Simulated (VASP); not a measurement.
# WSe2 (Cmcm) in VASP: single point with PBEsol+D3(BJ)

Aim: the single point of WSe2 with PBEsol+D3(BJ).

Everything below comes from runs of VASP 6.6.1. Logs are shortened: lines on timing, memory, paths and dates and some standing lists are left out, and cuts for length are marked.

## Step 1: The cell of the first run

Symmetry: Cmcm, No. 63, orthorhombic system. Conventional cell: a = 3.069 Å, b = 5.595 Å, c = 12.415 Å, α = 90.00°, β = 90.00°, γ = 90.00°. Within 3.2 Å of W (site symmetry m2m) lie 6 Se at 2.46 to 2.51 Å and 6 W at 3.07 to 3.19 Å. Within 3.2 Å of Se (site symmetry m) lie 3 W at 2.46 to 2.51 Å and 6 Se at 3.07 to 3.19 Å.

## Step 2: Single point, PBEsol+D3(BJ) (strain -0.0500 x Voigt [1, 0, 0, 0, 0, 0])

The input, INCAR:

```
SYSTEM = WSe2
PREC = Accurate
ENCUT = 520
EDIFF = 1E-6
ISMEAR = 0
SIGMA = 0.05
LREAL = .False.
LASPH = .True.
NELM = 60
ALGO = Normal
ISIF = 2
LWAVE = .False.
LCHARG = .False.
GGA = PS
IVDW = 12
NBANDS = 35
```

The input, KPOINTS:

```
regular mesh
0
Gamma
  12 12 4
  0 0 0
```

The input, POSCAR:

```
WSe2
1.0
    3.0689329928      0.0000000000      0.0000000000
   -1.5344664964      2.7976567729      0.0000000000
    0.0000000000      0.0000000000     12.4145017028
W Se
2 4
Direct
    0.3333333333      0.6666666667      0.2500000000
    0.6666666667      0.3333333333      0.7500000000
    0.3333333333      0.6666666667      0.6145805872
    0.6666666667      0.3333333333      0.1145805872
    0.3333333333      0.6666666667      0.8854194128
    0.6666666667      0.3333333333      0.3854194128
```

Potentials or basis: VASP PAW PBE potentials, release 64 (W_sv, Se).

Launch:

```
> cat potpaw_PBE.64/W_sv/POTCAR potpaw_PBE.64/Se/POTCAR > POTCAR
> mpirun -np 1 vasp_std > vasp.out
```

OUTCAR:

```text
SYSTEM = WSe2
   PREC = Accurate
   ENCUT = 520
   EDIFF = 1E-6
   ISMEAR = 0
   LREAL = .False.
   LASPH = .True.
   NELM = 60
   ISIF = 2
   GGA = PS
   IVDW = 12
 IVDW          = 12

 ion  position               nearest neighbor table
   1  0.333  0.667  0.250-   4 2.46   6 2.46   4 2.46   6 2.46   4 2.51   6 2.51
   2  0.667  0.333  0.750-   3 2.46   5 2.46   3 2.46   5 2.46   3 2.51   5 2.51
   3  0.333  0.667  0.615-   2 2.46   2 2.46   2 2.51
   4  0.667  0.333  0.115-   1 2.46   1 2.46   1 2.51
   5  0.333  0.667  0.885-   2 2.46   2 2.46   2 2.51
   6  0.667  0.333  0.385-   1 2.46   1 2.46   1 2.51

  LATTYP: Found a base centered orthorhombic cell.
 ALAT       =     3.0689329928
 B/A-ratio  =     1.8232113764
 C/A-ratio  =     4.0452175828

  Lattice vectors:

 A1 = (   1.5344664964,  -2.7976567729,   0.0000000000)
 A2 = (   1.5344664964,   2.7976567729,   0.0000000000)
 A3 = (   0.0000000000,   0.0000000000,  12.4145017028)

Analysis of symmetry for initial positions (statically):
=====================================================================
 Subroutine PRICEL returns:
 Original cell was already a primitive cell.

 Routine SETGRP: Setting up the symmetry group for a
 base centered orthorhombic supercell.

 Subroutine GETGRP returns: Found  8 space group operations
 (whereof  4 operations were pure point group operations)
 out of a pool of  8 trial point group operations.

The static configuration has the point symmetry C_2h.
 The point group associated with its full space group is D_2h.

Analysis of symmetry for dynamics (positions and initial velocities):
=====================================================================
 Subroutine PRICEL returns:
 Original cell was already a primitive cell.

 Routine SETGRP: Setting up the symmetry group for a
 base centered orthorhombic supercell.

 Subroutine GETGRP returns: Found  8 space group operations
 (whereof  4 operations were pure point group operations)
 out of a pool of  8 trial point group operations.

The dynamic configuration has the point symmetry C_2h.
 The point group associated with its full space group is D_2h.

 Subroutine INISYM returns: Found  8 space group operations
 (whereof  4 operations are pure point group operations),
 and found     1 'primitive' translations

----------------------------------------------------------------------------------------

                                     Primitive cell

  volume of cell :     106.5887

  direct lattice vectors                    reciprocal lattice vectors
     3.068932993  0.000000000  0.000000000     0.325846150  0.178720994  0.000000000
    -1.534466496  2.797656773  0.000000000     0.000000000  0.357441988  0.000000000
     0.000000000  0.000000000 12.414501703     0.000000000  0.000000000  0.080550958

  length of vectors
     3.068932993  3.190841715 12.414501703     0.371640831  0.357441988  0.080550958

  position of ions in fractional coordinates (direct lattice)
     0.333333333  0.666666667  0.250000000
     0.666666667  0.333333333  0.750000000
     0.333333333  0.666666667  0.614580587
     0.666666667  0.333333333  0.114580587
     0.333333333  0.666666667  0.885419413
     0.666666667  0.333333333  0.385419413

  ion indices of the primitive-cell ions
   primitive index   ion index
                 1           1
                 2           2
                 3           3
                 4           4
                 5           5
                 6           6

----------------------------------------------------------------------------------------

 KPOINTS: regular mesh

Automatic generation of k-mesh.
 Grid dimensions read from file:
 generate k-points for:   12   12    4

 Generating k-lattice:

  Cartesian coordinates                     Fractional coordinates (reciprocal lattice)
     0.027153846  0.014893416  0.000000000     0.083333333  0.000000000  0.000000000
     0.000000000  0.029786832  0.000000000     0.000000000  0.083333333  0.000000000
     0.000000000  0.000000000  0.020137739     0.000000000  0.000000000  0.250000000

  Length of vectors
     0.030970069  0.029786832  0.020137739

  Shift w.r.t. Gamma in fractional coordinates (k-lattice)
     0.000000000  0.000000000  0.000000000

 Subroutine IBZKPT returns following result:
 ===========================================

 Found    129 irreducible k-points:

 Following reciprocal coordinates:
            Coordinates               Weight
  0.000000  0.000000  0.000000      1.000000
  0.083333  0.000000  0.000000      4.000000
  0.166667  0.000000  0.000000      4.000000
  0.250000  0.000000  0.000000      4.000000
  0.333333  0.000000  0.000000      4.000000
  0.416667  0.000000  0.000000      4.000000
[... 16 lines left out ...]
  0.333333  0.166667  0.000000      4.000000
  0.416667  0.166667  0.000000      4.000000
 [... further k-points ...]
   k-points           NKPTS =    129   k-points in BZ     NKDIM =    129   number of bands    NBANDS=     35
   number of dos      NEDOS =    301   number of ions     NIONS =      6
   total plane-waves  NPLWV =  55296
   dimension x,y,z NGX =    24 NGY =   24 NGZ =   96
   dimension x,y,z NGXF=    48 NGYF=   48 NGZF=  192
   ions per type =               2   4
   NGX,Y,Z   is equivalent  to a cutoff of  13.00, 12.50, 12.86 a.u.
   NGXF,Y,Z  is equivalent  to a cutoff of  26.00, 25.01, 25.71 a.u.
 SYSTEM =  WSe2
   PREC   = accura    normal or accurate (medium, high low for compatibility)
   ISTART =      0    job   : 0-new  1-cont  2-samecut
   ICHARG =      2    charge: 1-file 2-atom 10-const
   ISPIN  =      1    spin polarized calculation?
   LNONCOLLINEAR =      F non collinear calculations
   LSORBIT =      F    spin-orbit coupling
   LASPH  =      T    aspherical Exc in radial PAW
   ENCUT  =  520.0 eV  38.22 Ry    6.18 a.u.   5.71  5.93 23.08*2*pi/ulx,y,z
   NELM   =     60;   NELMIN=  2; NELMDL= -5     # of ELM steps
   EDIFF  = 0.1E-05   stopping-criterion for ELM
   LREAL  =      F    real-space projection
   EDIFFG = 0.1E-04   stopping-criterion for IOM
   NSW    =      0    number of steps for IOM
   IBRION =     -1    ionic relax: 0-MD 1-quasi-New 2-CG
   NFREE  =      0    steps in history (QN), initial steepest desc. (CG)
   ISIF   =      2    stress and relaxation
   ISYM   =      2    0-nonsym 1-usesym 2-fastsym
   POTIM  = 0.5000    time-step for ionic-motion
   TEBEG  =    0.0;   TEEND  =   0.0 temperature during run
   PSTRESS=    0.0 pullay stress
   NELECT =      52.0000    total number of electrons
   NUPDOWN=      -1.0000    fix difference up-down
   EMIN   =  10.00;   EMAX   =-10.00  energy-range for DOS
   EFERMI =   0.00;   METHOD = LEGACY
   ISMEAR =     0;   SIGMA  =   0.05  broadening in eV -4-tet -1-fermi 0-gaus
   EFERMI_NEDOS =   21; number of points for ismear=-14 and -15
   IALGO  =     38    algorithm
   IMIX   =      4    mixing-type and parameters
     AMIX     =   0.40;   BMIX     =  1.00
     AMIX_MAG =   1.60;   BMIX_MAG =  1.00
  volume/ion in A,a.u.               =      17.76       119.88
  Fermi-wavevector in a.u.,A,eV,Ry     =   1.288761  2.435404 22.597968  1.660904
  Thomas-Fermi vector in A             =   2.420695
   LORBIT       =      0    0 simple, 1 ext, 2 COOP (PROOUT), +10 PAW based schemes
   GGA     = PS    functional components
   LHFCALC =     F    Hartree Fock is set to
   AEXX    =    0.0000 exact exchange contribution
   IVDW    =    12    specifies the selected vdW correction
   LEPSILON=     F    determine dielectric tensor
   LRPA    =     F    only Hartree local field effects (RPA)
 non-spin polarized calculation
 Gauss-broadening in eV      SIGMA  =   0.05
  energy-cutoff  :      520.00
  volume of cell :      106.59
 maximum number of plane-waves:      2928
   NGX = 11   NGY = 11   NGZ = 47

 number of electron      52.0000009 magnetization

 Free energy of the ion-electron system (eV)
  ---------------------------------------------------
  ext. energy  EPLUGINS =         0.00000000
  ---------------------------------------------------
  free energy    TOTEN  =       -45.98467219 eV

  energy without entropy =      -45.98467219  energy(sigma->0) =      -45.98467219

 E-fermi :   8.1050     XC(G=0): -11.6430

 val. band max:        7.6561480409   @ k =   0.0000   0.0000   0.0000
 cond. band min:       8.3876228298   @ k =  -0.3333   0.1667   0.0000
 fundamental gap:      0.7314747889
 Fermi energy:         8.1049791307

 k-point     1 :       0.0000    0.0000    0.0000
  band No.  band energies     occupation
      1     -66.4014      2.00000
      2     -66.4014      2.00000
      3     -30.7893      2.00000
      4     -30.7892      2.00000
      5     -30.5503      2.00000
      6     -30.5503      2.00000
[... 27 lines left out ...]
     34      11.3929      0.00000
     35      13.0264      0.00000

 k-point     2 :       0.0833    0.0000    0.0000
  band No.  band energies     occupation
      1     -66.3999      2.00000
      2     -66.3999      2.00000
      3     -30.7838      2.00000
      4     -30.7837      2.00000
      5     -30.5600      2.00000
      6     -30.5600      2.00000
[... 27 lines left out ...]
     34      10.9971      0.00000
     35      13.6843      0.00000

 k-point     3 :       0.1667    0.0000    0.0000
  band No.  band energies     occupation
      1     -66.3958      2.00000
      2     -66.3957      2.00000
      3     -30.7687      2.00000
      4     -30.7686      2.00000
      5     -30.5979      2.00000
      6     -30.5979      2.00000
[... 27 lines left out ...]
     34      11.4705      0.00000
     35      14.4773      0.00000

 k-point     4 :       0.2500    0.0000    0.0000
  band No.  band energies     occupation
      1     -66.3901      2.00000
      2     -66.3901      2.00000
      3     -30.7480      2.00000
      4     -30.7480      2.00000
      5     -30.6818      2.00000
      6     -30.6818      2.00000
[... 27 lines left out ...]
     34      11.9942      0.00000
     35      14.3230      0.00000

 k-point     5 :       0.3333    0.0000    0.0000
  band No.  band energies     occupation
      1     -66.3845      2.00000
      2     -66.3844      2.00000
      3     -30.7783      2.00000
      4     -30.7783      2.00000
      5     -30.7273      2.00000
      6     -30.7273      2.00000
[... 638 lines left out ...]
 k-point    22 :       0.2500    0.1667    0.0000
  band No.  band energies     occupation
      1     -66.3844      2.00000
      2     -66.3844      2.00000
      3     -30.7803      2.00000
      4     -30.7803      2.00000
      5     -30.7248      2.00000
      6     -30.7248      2.00000
[... 27 lines left out ...]
     34      12.9804      0.00000
     35      13.7076      0.00000

 k-point    23 :       0.3333    0.1667    0.0000
  band No.  band energies     occupation
      1     -66.3803      2.00000
      2     -66.3803      2.00000
      3     -30.8214      2.00000
      4     -30.8214      2.00000
      5     -30.7103      2.00000
      6     -30.7102      2.00000
[... 27 lines left out ...]
     34      12.7822      0.00000
     35      13.0513      0.00000

 k-point    24 :       0.4167    0.1667    0.0000
  band No.  band energies     occupation
      1     -66.3782      2.00000
      2     -66.3782      2.00000
      3     -30.8448      2.00000
      4     -30.8448      2.00000
      5     -30.7036      2.00000
      6     -30.7035      2.00000
[... 27 lines left out ...]
     34      12.8550      0.00000
     35      13.0216      0.00000

 [... further k-points ...]

------------------------ aborting loop because EDIFF is reached ----------------------------------------

 Edisp (eV)   -3.01333

 E8    (eV) :    -2.0272

  FORCE on cell =-STRESS in cart. coord.  units (eV):
  Direction    XX          YY          ZZ          XY          YZ          ZX
  --------------------------------------------------------------------------------------
  -------------------------------------------------------------------------------------
  Total      11.60286     2.78830     4.79609     0.00000     0.00000     0.00000
  in kB     174.40723    41.91199    72.09202     0.00000     0.00000     0.00000
  external pressure =       96.14 kB  Pullay stress =        0.00 kB

 VOLUME and BASIS-vectors are now :
 -----------------------------------------------------------------------------
  energy-cutoff  :      520.00
  volume of cell :      106.59
      direct lattice vectors                 reciprocal lattice vectors
     3.068932993  0.000000000  0.000000000     0.325846150  0.178720994  0.000000000
    -1.534466496  2.797656773  0.000000000     0.000000000  0.357441988  0.000000000
     0.000000000  0.000000000 12.414501703     0.000000000  0.000000000  0.080550958

 POSITION                                       TOTAL-FORCE (eV/Angst)
 -----------------------------------------------------------------------------------
     -0.00000      1.86510      3.10363        -0.000000      0.469847     -0.000000
      1.53447      0.93255      9.31088         0.000000     -0.469847     -0.000000
     -0.00000      1.86510      7.62971         0.000000      0.244345     -0.691962
      1.53447      0.93255      1.42246        -0.000000     -0.244345     -0.691962
     -0.00000      1.86510     10.99204         0.000000      0.244345      0.691962
      1.53447      0.93255      4.78479        -0.000000     -0.244345      0.691962
 -----------------------------------------------------------------------------------
    total drift:                               -0.000000      0.000000     -0.000000

  FREE ENERGIE OF THE ION-ELECTRON SYSTEM (eV)
  ---------------------------------------------------
  free  energy   TOTEN  =       -48.9980046094 eV

  energy  without entropy=      -48.9980046094  energy(sigma->0) =      -48.99800461
```

Wall time 3.5 min (1 thread of Intel Xeon 6975P-C (Granite Rapids), shared host); peak memory 0.5 GiB.

What came out:

```yaml
Free_energy: -48.9980 eV
Pressure: 9.6 GPa
Largest_force: 0.734 eV/Å
Band_gap_on_the_k_mesh: 0.73 eV, indirect (least direct gap 1.54 eV)
Dispersion_energy_per_atom: -0.502 eV
```

Forces in eV/Å, atoms in the order of the input:
```
W    0.000  0.470  0.000
W    0.000 -0.470  0.000
Se   0.000  0.244 -0.692
Se   0.000 -0.244 -0.692
Se   0.000  0.244  0.692
Se   0.000 -0.244  0.692
```

Stress tensor (GPa, compression positive):
```
17.44  0.00  0.00
 0.00  4.19  0.00
 0.00  0.00  7.21
```

Caveat: the cell differs from its parent crystal (strain -0.0500 x Voigt [1, 0, 0, 0, 0, 0]); the PAW data sets were made with another functional, which shifts forces and pressure a little; spin-orbit coupling is left out, which moves the levels of the heavy elements.
